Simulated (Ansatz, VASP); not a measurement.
# One calculation of SrTiO3, two programs

```
CELL_PARAMETERS angstrom
3.93647 0.00000 0.00000
0.00000 3.93647 0.00000
0.00000 0.00000 3.93647
ATOMIC_POSITIONS crystal
Sr 0.50000 0.50000 0.50000
Ti 0.00000 0.00000 0.00000
O 0.50000 0.00000 0.00000
O 0.00000 0.50000 0.00000
O 0.00000 0.00000 0.50000
```

Alike in both runs: task single point; functional PBE; k mesh 6 × 6 × 6; occupations gaussian, width 0.05 eV; no spin polarisation.

```csv
,VASP,Ansatz
version,VASP 6.6.1,Ansatz 0.2.0
potentials or method,"VASP PAW PBE potentials, release 64 (Sr_sv, Ti_sv, O), cutoff 520 eV","scalar-relativistic, plane waves, PAW"
valence electrons in the cell,40,40
```

```csv
,VASP,Ansatz,Ansatz less VASP
gap on the k mesh at the Fermi level (eV),1.81,1.84,+0.031
least direct gap on the mesh (eV),2.18,2.20,+0.021
pressure (GPa),0.6,0.0,-0.61
```

With one functional, cell and mesh, what is left measures potentials, basis and numerics.
